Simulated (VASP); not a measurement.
A run of VASP 6.6.1 is set up as follows.

The input INCAR:

```
PREC = Accurate ; ENCUT = 500
EDIFF = 1E-7 ; ISMEAR = -1
SIGMA = 0.15 ; LREAL = False
LASPH = True ; NELM = 120
ALGO = Normal ; ISIF = 3
LWAVE = False ; LCHARG = False
GGA = PS ; IBRION = 2
NSW = 80 ; EDIFFG = -0.001
PSTRESS = 80.0 ; GGA_COMPAT = False
NELMIN = 4
```

File KPOINTS:

```
regular mesh
0
Gamma
  20 20 20
```

POSCAR

```
Au
1.0
    0.0000000000      2.0304777801      2.0304777801
    2.0304777801      0.0000000000      2.0304777801
    2.0304777801      2.0304777801      0.0000000000
Au
1
Direct
    0.0000000000      0.0000000000      0.0000000000
```

Potentials or basis: VASP PAW PBE potentials, release 64 (Au).

The run is started by

```console
$ cat potpaw_PBE.64/Au/POTCAR > POTCAR
$ mpirun -np 1 vasp_std > vasp.out
```

(1) Estimate the space group after relaxing (to 0.1 Å).

(2) Estimate the relaxed cell.

(3) Estimate the band gap on the k mesh.

Answers

(1) Fm-3m (No. 225).

(2) a = 2.847 Å, b = 2.847 Å, c = 2.847 Å, α = 60.00°, β = 60.00°, γ = 60.00°.

(3) zero (an odd number of electrons rules out a gap without spin polarisation).

Caveat: spin-orbit coupling is left out, which moves the levels of the heavy elements.
